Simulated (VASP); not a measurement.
# TiGe4Mo (P4/mmm) in VASP: single point with PBE

Aim: the single point of TiGe4Mo with PBE.

Program: VASP 6.6.1. These are calculated values, not measurements. Logs are shortened: lines on timing, memory, paths and dates and some standing lists are left out, and cuts for length are marked.

## Step 1: The cell of the first run

The structure is tetragonal, space group P4/mmm (No. 123). The conventional cell has a = 3.342 Å, b = 3.342 Å, c = 8.490 Å, α = 90.00°, β = 90.00°, γ = 90.00°. Within 3.6 Å of Ti (site symmetry 4/mmm) lie 10 Ge at 2.75 to 2.89 Å and 4 Ti at 3.34 Å. Ge (site symmetry 4mm) has 4 Ti at 2.75 Å and 9 Ge at 2.79 to 3.34 Å and 1 Mo at 2.84 Å within 3.6 Å. Ge (site symmetry 4mm) has 9 Ge at 2.72 to 3.34 Å and 4 Mo at 2.73 Å and 1 Ti at 2.89 Å within 3.6 Å. Within 3.6 Å of Mo (site symmetry 4/mmm) lie 10 Ge at 2.73 to 2.84 Å and 4 Mo at 3.34 Å.

## Step 2: Single point, PBE, collinear spin

File INCAR:

```
SYSTEM = TiGe4Mo
ALGO = Normal
EDIFF = 1E-6
ENCUT = 520
GGA = PE
ISIF = 2
ISMEAR = 0
ISPIN = 2
LASPH = .TRUE.
LCHARG = .FALSE.
LMAXMIX = 4
LORBIT = 11
LREAL = .FALSE.
LWAVE = .FALSE.
MAGMOM = 1 0 0 0 0 1
NBANDS = 54
NELM = 150
PREC = Accurate
SIGMA = 0.1
```

File KPOINTS:

```
k-points
0
G
  6 6 2
  0 0 0
```

File POSCAR:

```
TiGe4Mo
1.0
    3.3415369641      0.0000000000      0.0000000000
    0.0000000000      3.3415369641      0.0000000000
    0.0000000000      0.0000000000      8.4904260244
Ti Ge Mo
1 4 1
Direct
    0.5000000000      0.5000000000      0.5000000000
    0.0000000000      0.0000000000      0.6651975971
    0.5000000000      0.5000000000      0.1601400886
    0.0000000000      0.0000000000      0.3348024029
    0.5000000000      0.5000000000      0.8398599114
    0.0000000000      0.0000000000      0.0000000000
```

Potentials or basis: VASP PAW PBE potentials, release 64 (Ti_sv, Ge_d, Mo_sv).

Started as:

```
> cat potpaw_PBE.64/Ti_sv/POTCAR potpaw_PBE.64/Ge_d/POTCAR potpaw_PBE.64/Mo_sv/POTCAR > POTCAR
> mpirun -np 1 vasp_std > vasp.out
```

OUTCAR:

```text
SYSTEM = TiGe4Mo
   EDIFF = 1E-6
   ENCUT = 520
   GGA = PE
   ISIF = 2
   ISMEAR = 0
   ISPIN = 2
   LASPH = .TRUE.
   LORBIT = 11
   LREAL = .FALSE.
   NELM = 150
   PREC = Accurate

 ion  position               nearest neighbor table
   1  0.500  0.500  0.500-   2 2.75   4 2.75   2 2.75   4 2.75   2 2.75   4 2.75   2 2.75   4 2.75
                             3 2.89   5 2.89
   2  0.000  0.000  0.665-   1 2.75   1 2.75   1 2.75   1 2.75   5 2.79   5 2.79   5 2.79   5 2.79
                             4 2.81   6 2.84
   3  0.500  0.500  0.160-   5 2.72   6 2.73   6 2.73   6 2.73   6 2.73   4 2.79   4 2.79   4 2.79
                             4 2.79   1 2.89
   4  0.000  0.000  0.335-   1 2.75   1 2.75   1 2.75   1 2.75   3 2.79   3 2.79   3 2.79   3 2.79
                             2 2.81   6 2.84
   5  0.500  0.500  0.840-   3 2.72   6 2.73   6 2.73   6 2.73   6 2.73   2 2.79   2 2.79   2 2.79
                             2 2.79   1 2.89
   6  0.000  0.000  0.000-   3 2.73   5 2.73   3 2.73   5 2.73   3 2.73   5 2.73   3 2.73   5 2.73
                             4 2.84   2 2.84

  LATTYP: Found a simple tetragonal cell.
 ALAT       =     3.3415369641
 C/A-ratio  =     2.5408744885

  Lattice vectors:

 A1 = (   3.3415369641,   0.0000000000,   0.0000000000)
 A2 = (   0.0000000000,   3.3415369641,   0.0000000000)
 A3 = (   0.0000000000,   0.0000000000,   8.4904260244)

Analysis of symmetry for initial positions (statically):
=====================================================================
 Subroutine PRICEL returns:
 Original cell was already a primitive cell.

 Routine SETGRP: Setting up the symmetry group for a
 simple tetragonal supercell.

 Subroutine GETGRP returns: Found 16 space group operations
 (whereof 16 operations were pure point group operations)
 out of a pool of 16 trial point group operations.

The static configuration has the point symmetry D_4h.

Analysis of symmetry for dynamics (positions and initial velocities):
=====================================================================
 Subroutine PRICEL returns:
 Original cell was already a primitive cell.

 Routine SETGRP: Setting up the symmetry group for a
 simple tetragonal supercell.

 Subroutine GETGRP returns: Found 16 space group operations
 (whereof 16 operations were pure point group operations)
 out of a pool of 16 trial point group operations.

The dynamic configuration has the point symmetry D_4h.

Analysis of structural, dynamic, and magnetic symmetry:
=====================================================================
 Subroutine PRICEL returns:
 Original cell was already a primitive cell.

 Routine SETGRP: Setting up the symmetry group for a
 simple tetragonal supercell.

 Subroutine GETGRP returns: Found 16 space group operations
 (whereof 16 operations were pure point group operations)
 out of a pool of 16 trial point group operations.

The overall configuration has the point symmetry D_4h.

 Subroutine INISYM returns: Found 16 space group operations
 (whereof 16 operations are pure point group operations),
 and found     1 'primitive' translations

----------------------------------------------------------------------------------------

                                     Primitive cell

  volume of cell :      94.8030

  direct lattice vectors                    reciprocal lattice vectors
     3.341536964  0.000000000  0.000000000     0.299263486  0.000000000  0.000000000
     0.000000000  3.341536964  0.000000000     0.000000000  0.299263486  0.000000000
     0.000000000  0.000000000  8.490426024     0.000000000  0.000000000  0.117779720

  length of vectors
     3.341536964  3.341536964  8.490426024     0.299263486  0.299263486  0.117779720

  position of ions in fractional coordinates (direct lattice)
     0.500000000  0.500000000  0.500000000
     0.000000000  0.000000000  0.665197597
     0.500000000  0.500000000  0.160140089
     0.000000000  0.000000000  0.334802403
     0.500000000  0.500000000  0.839859911
     0.000000000  0.000000000  0.000000000

  ion indices of the primitive-cell ions
   primitive index   ion index
[... 40 lines left out ...]
  0.333333  0.166667  0.000000      8.000000
[... 12 lines left out ...]
  0.500000  0.333333  0.500000      4.000000
  0.500000  0.500000  0.500000      1.000000
   k-points           NKPTS =     20   k-points in BZ     NKDIM =     20   number of bands    NBANDS=     54
   number of dos      NEDOS =    301   number of ions     NIONS =      6
   total plane-waves  NPLWV =  50176
   dimension x,y,z NGX =    28 NGY =   28 NGZ =   64
   dimension x,y,z NGXF=    56 NGYF=   56 NGZF=  128
   ions per type =               1   4   1
   NGX,Y,Z   is equivalent  to a cutoff of  13.93, 13.93, 12.53 a.u.
   NGXF,Y,Z  is equivalent  to a cutoff of  27.86, 27.86, 25.06 a.u.
 SYSTEM =  TiGe4Mo
   PREC   = accura    normal or accurate (medium, high low for compatibility)
   ISTART =      0    job   : 0-new  1-cont  2-samecut
   ICHARG =      2    charge: 1-file 2-atom 10-const
   ISPIN  =      2    spin polarized calculation?
   LNONCOLLINEAR =      F non collinear calculations
   LSORBIT =      F    spin-orbit coupling
   LASPH  =      T    aspherical Exc in radial PAW
   ENCUT  =  520.0 eV  38.22 Ry    6.18 a.u.   6.21  6.21 15.79*2*pi/ulx,y,z
   NELM   =    150;   NELMIN=  2; NELMDL= -5     # of ELM steps
   EDIFF  = 0.1E-05   stopping-criterion for ELM
   LREAL  =      F    real-space projection
   EDIFFG = 0.1E-04   stopping-criterion for IOM
   NSW    =      0    number of steps for IOM
   IBRION =     -1    ionic relax: 0-MD 1-quasi-New 2-CG
   NFREE  =      0    steps in history (QN), initial steepest desc. (CG)
   ISIF   =      2    stress and relaxation
   ISYM   =      2    0-nonsym 1-usesym 2-fastsym
   POTIM  = 0.5000    time-step for ionic-motion
   TEBEG  =    0.0;   TEEND  =   0.0 temperature during run
   PSTRESS=    0.0 pullay stress
   NELECT =      82.0000    total number of electrons
   NUPDOWN=      -1.0000    fix difference up-down
   EMIN   =  10.00;   EMAX   =-10.00  energy-range for DOS
   EFERMI =   0.00;   METHOD = LEGACY
   ISMEAR =     0;   SIGMA  =   0.10  broadening in eV -4-tet -1-fermi 0-gaus
   EFERMI_NEDOS =   21; number of points for ismear=-14 and -15
   IALGO  =     38    algorithm
   IMIX   =      4    mixing-type and parameters
     AMIX     =   0.40;   BMIX     =  1.00
     AMIX_MAG =   1.60;   BMIX_MAG =  1.00
  volume/ion in A,a.u.               =      15.80       106.63
  Fermi-wavevector in a.u.,A,eV,Ry     =   1.559811  2.947616 33.103135  2.433012
  Thomas-Fermi vector in A             =   2.663115
   LORBIT       =     11    0 simple, 1 ext, 2 COOP (PROOUT), +10 PAW based schemes
   GGA     = PE    functional components
   LHFCALC =     F    Hartree Fock is set to
   AEXX    =    0.0000 exact exchange contribution
   IVDW    =     0    specifies the selected vdW correction
   LEPSILON=     F    determine dielectric tensor
   LRPA    =     F    only Hartree local field effects (RPA)
 spin polarized calculation
 Gauss-broadening in eV      SIGMA  =   0.10
  energy-cutoff  :      520.00
  volume of cell :       94.80
 maximum number of plane-waves:      2576
 NGX is ok and might be reduce to    28
   NGX = 13   NGY = 13   NGZ = 31

 number of electron      81.9999981 magnetization      -0.0039875

 number of electron      81.9999981 magnetization       0.0005440

 Free energy of the ion-electron system (eV)
  ---------------------------------------------------
  ext. energy  EPLUGINS =         0.00000000
  ---------------------------------------------------
  free energy    TOTEN  =       -38.15524797 eV

  energy without entropy =      -38.14595231  energy(sigma->0) =      -38.15060014

 E-fermi :   8.9502     XC(G=0): -12.3644

 val. band max:        8.9473463240   @ k =   0.1667   0.1667   0.0000
 cond. band min:       8.9735914942   @ k =   0.5000   0.5000   0.5000
 fundamental gap:      0.0262451702
 Fermi energy:         8.9501868942

 spin component 1

 k-point     1 :       0.0000    0.0000    0.0000
  band No.  band energies     occupation
      1     -51.7113      1.00000
      2     -47.5174      1.00000
      3     -25.8390      1.00000
      4     -25.7552      1.00000
      5     -25.7552      1.00000
      6     -23.8610      1.00000
[... 1109 lines left out ...]
     52      13.3847      0.00000
     53      13.4497      0.00000
 Fermi energy:         8.9501868942

 spin component 2

 k-point     1 :       0.0000    0.0000    0.0000
  band No.  band energies     occupation
      1     -51.7112      1.00000
      2     -47.5173      1.00000
      3     -25.8390      1.00000
      4     -25.7551      1.00000
      5     -25.7551      1.00000
      6     -23.8609      1.00000
[... 1109 lines left out ...]
     52      13.3848      0.00000
     53      13.4497      0.00000
 [bands above 53 left out]

------------------------ aborting loop because EDIFF is reached ----------------------------------------

  FORCE on cell =-STRESS in cart. coord.  units (eV):
  Direction    XX          YY          ZZ          XY          YZ          ZX
  --------------------------------------------------------------------------------------
  -------------------------------------------------------------------------------------
  Total        0.1371733      0.1371733      0.1719714      0.0000000     -0.0000000      0.0000000
  in kB        2.3182385      2.3182385      2.9063285      0.0000000     -0.0000000      0.0000000
  external PRESSURE =       2.5142685 kB  Pullay stress =       0.0000000 kB

 VOLUME and BASIS-vectors are now :
 -----------------------------------------------------------------------------
  energy-cutoff  :      520.00
  volume of cell :       94.80
      direct lattice vectors                 reciprocal lattice vectors
     3.341536964  0.000000000  0.000000000     0.299263486  0.000000000  0.000000000
     0.000000000  3.341536964  0.000000000     0.000000000  0.299263486  0.000000000
     0.000000000  0.000000000  8.490426024     0.000000000  0.000000000  0.117779720

 POSITION                                       TOTAL-FORCE (eV/Angst)
 -----------------------------------------------------------------------------------
      1.67077      1.67077      4.24521        -0.000000     -0.000000      0.000000
      0.00000      0.00000      5.64781        -0.000000     -0.000000      0.011312
      1.67077      1.67077      1.35966        -0.000000      0.000000      0.007120
      0.00000      0.00000      2.84262         0.000000     -0.000000     -0.011312
      1.67077      1.67077      7.13077         0.000000      0.000000     -0.007120
      0.00000      0.00000      0.00000        -0.000000     -0.000000      0.000000
 -----------------------------------------------------------------------------------
    total drift:                                0.000000      0.000000      0.000000

  FREE ENERGIE OF THE ION-ELECTRON SYSTEM (eV)
  ---------------------------------------------------
  free  energy   TOTEN  =       -38.1552479679 eV

  energy  without entropy=      -38.1459523086  energy(sigma->0) =      -38.15060014

 total charge

# of ion       s       p       d       tot
------------------------------------------
    1        2.159   6.126   1.969  10.254
    2        1.159   1.149  10.057  12.365
    3        1.149   1.163  10.077  12.388
    4        1.159   1.149  10.057  12.365
    5        1.149   1.163  10.077  12.388
    6        2.251   6.148   3.987  12.385
--------------------------------------------------
tot          9.025  16.898  46.222  72.146

 magnetization (x)

# of ion       s       p       d       tot
------------------------------------------
    1        0.000  -0.000   0.000   0.000
    2       -0.000   0.000  -0.000   0.000
    3       -0.000  -0.000   0.000  -0.000
    4       -0.000   0.000  -0.000   0.000
    5       -0.000  -0.000   0.000  -0.000
    6        0.000   0.000   0.000   0.000
--------------------------------------------------
tot         -0.000   0.000   0.000   0.000
```

Run time: 2.9 min. Hardware: 1 thread of AMD EPYC 7R13 (Zen 3), shared host; peak memory 0.32 GiB.

Results:

| Property | Result |
| --- | --- |
| Free energy | -38.1552 eV |
| Pressure | 0.3 GPa |
| Largest force | 0.011 eV/Å |
| Band gap on the k mesh | zero (filled and empty bands overlap) |
| Net moment | 0.00 μB per cell |
| Valence electrons inside the program's atomic spheres | Ti 10.25; Ge 12.37, 12.39 (each value once); Mo 12.38 |

Forces in eV/Å, atoms in the order of the input:
```
Ti   0.000  0.000  0.000
Ge   0.000  0.000  0.011
Ge   0.000  0.000  0.007
Ge   0.000  0.000 -0.011
Ge   0.000  0.000 -0.007
Mo   0.000  0.000  0.000
```

Caveat: the k points lie up to 0.37 Å⁻¹ apart, too coarse for converged energies and pressures of a metal.
